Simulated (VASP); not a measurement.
Wanted: the native input for a VASP 6.6.1 run.

```yaml
Task: single point
Functional: PBEsol
Potentials_or_basis: VASP PAW PBE potentials, release 64 (Zr_sv, B)
Cutoff: 520 eV
k_mesh: 18 × 18 × 12
Occupations: gaussian, width 0.1 eV
Spin: no spin polarisation
Dipole_correction: no
Further_INCAR_settings: ALGO = Normal; EDIFF = 1e-06; NBANDS = 16
```

The structure of ZrB2 lies in POSCAR:

```
ZrB2
1.0
    3.2127247750      0.0000000000      0.0000000000
   -1.6063623875      2.7823012705      0.0000000000
    0.0000000000      0.0000000000      3.5846556387
Zr B
1 2
Direct
    0.0000000000      0.0000000000      0.0000000000
    0.3333333333      0.6666666667      0.5000000000
    0.6666666667      0.3333333333      0.5000000000
```

This cell differs from its parent crystal: volume scaled by 1.06, then relaxed in part.

One way to write it, as run:

INCAR

```
PREC = Accurate
ENCUT = 520
EDIFF = 1E-6
ISMEAR = 0
SIGMA = 0.1
LREAL = False
LASPH = True
NELM = 80
ALGO = Normal
ISIF = 2
LWAVE = False
LCHARG = False
GGA = PS
NBANDS = 16
```

KPOINTS

```
regular mesh
0
Gamma
  18 18 12
```

Potentials or basis: VASP PAW PBE potentials, release 64 (Zr_sv, B).

Launch:

```console
$ cat potpaw_PBE.64/Zr_sv/POTCAR potpaw_PBE.64/B/POTCAR > POTCAR
$ mpirun -np 1 vasp_std > vasp.out
```

It gave:

```yaml
Pressure: -12.7 GPa
Band_gap_on_the_k_mesh: zero (band 9 reaches 10.70 eV, above the bottom of band 10 at 9.48 eV)
```

Caveat: the PAW data sets were made with another functional, which shifts forces and pressure a little.

It took 50 s on 1 thread of Intel(R) Xeon(R) Platinum 8559C (Emerald Rapids), on a shared host, peak memory 0.25 GiB.
